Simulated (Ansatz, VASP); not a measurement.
# One calculation of TeAs2, two programs

File POSCAR:

```
TeAs2
1.0
   -3.5564540000      3.5564540000      2.9405160000
    3.5564540000     -3.5564540000      2.9405160000
    3.5564540000      3.5564540000     -2.9405160000
Te As
2 4
Direct
    0.7500000000      0.2500000000      0.5000000000
    0.0000000000      0.0000000000      0.0000000000
    0.3750000000      0.6250000000      0.2500000000
    0.3750000000      0.1250000000      0.7500000000
    0.3750000000      0.6250000000      0.7500000000
    0.8750000000      0.6250000000      0.2500000000
```

The input INCAR.step1:

```
PREC     = Accurate       # precision mode
ENCUT    = 520            # plane-wave cutoff, eV
ISMEAR   = 0              # smearing method
SIGMA    = 0.1            # smearing width, eV
LREAL    = F              # projectors in reciprocal space
LASPH    = T              # aspherical terms in the spheres
NELM     = 100            # most SCF steps
NBANDS   = 25             # bands
GGA      = PE             # functional
ALGO     = Normal         # electronic algorithm
EDIFF    = 1E-4           # SCF threshold, eV
LWAVE    = T              # write WAVECAR
LCHARG   = F              # write CHGCAR
```

The input INCAR.step2:

```
PREC     = Accurate       # precision mode
ENCUT    = 520            # plane-wave cutoff, eV
EDIFF    = 1E-6           # SCF threshold, eV
ISMEAR   = 0              # smearing method
SIGMA    = 0.1            # smearing width, eV
LREAL    = F              # projectors in reciprocal space
LASPH    = T              # aspherical terms in the spheres
NELM     = 100            # most SCF steps
ALGO     = Normal         # electronic algorithm
ISIF     = 2              # what is computed and relaxed
LWAVE    = F              # write WAVECAR
LCHARG   = F              # write CHGCAR
METAGGA  = R2SCAN         # meta-GGA
LMIXTAU  = T            
NBANDS   = 25             # bands
ISTART   = 1
```

KPOINTS

```
regular mesh
0
Gamma
  8 8 8
```

Input for Ansatz:

```yaml
crystal:
  lattice:
    - [-3.556454, 3.556454, 2.940516]
    - [3.556454, -3.556454, 2.940516]
    - [3.556454, 3.556454, -2.940516]
  atoms:
    - { symbol: Te, position: [0.75, 0.25, 0.5] }
    - { symbol: Te, position: [0.0, 0.0, 0.0] }
    - { symbol: As, position: [0.375, 0.625, 0.25] }
    - { symbol: As, position: [0.375, 0.125, 0.75] }
    - { symbol: As, position: [0.375, 0.625, 0.75] }
    - { symbol: As, position: [0.875, 0.625, 0.25] }
basis:
  ecutwfc: 500
kpoints:
  mp_grid: { grid: [8, 8, 8] }
hamiltonian:
  xc: r2scan
scf:
  occupations: { method: gaussian, width: 0.1 }
output:
  forces: true
  stress: true
  eigenvalues: true
```

Alike in both runs: task single point; functional r2SCAN; k mesh 8 × 8 × 8; occupations gaussian, width 0.1 eV; no spin polarisation.

|  | VASP | Ansatz |
| --- | --- | --- |
| version | VASP 6.6.1 | Ansatz 0.2.0 |
| potentials or method | VASP PAW PBE potentials, release 64 (Te, As), cutoff 520 eV | scalar-relativistic, plane waves, PAW |
| valence electrons in the cell | 32 | 92 |

```csv
,VASP,Ansatz,Ansatz less VASP
gap on the k mesh at the Fermi level (eV),none,none,-
pressure (GPa),-1.8,-1.7,+0.06
"traceless stress, the component that is largest in VASP (GPa)",-1.54,-1.54,-0.001
```

VASP's potentials were made for PBE, not for r2SCAN. A gap of «none» marks a metal or a gap that the smearing closes. The functional is the same, so the differences come from potentials, cutoffs and numerics. VASP's potentials hold 32 valence electrons a cell and Ansatz's 92, so a difference there can come from the potentials and not from the codes.

Spin-orbit coupling is off throughout.
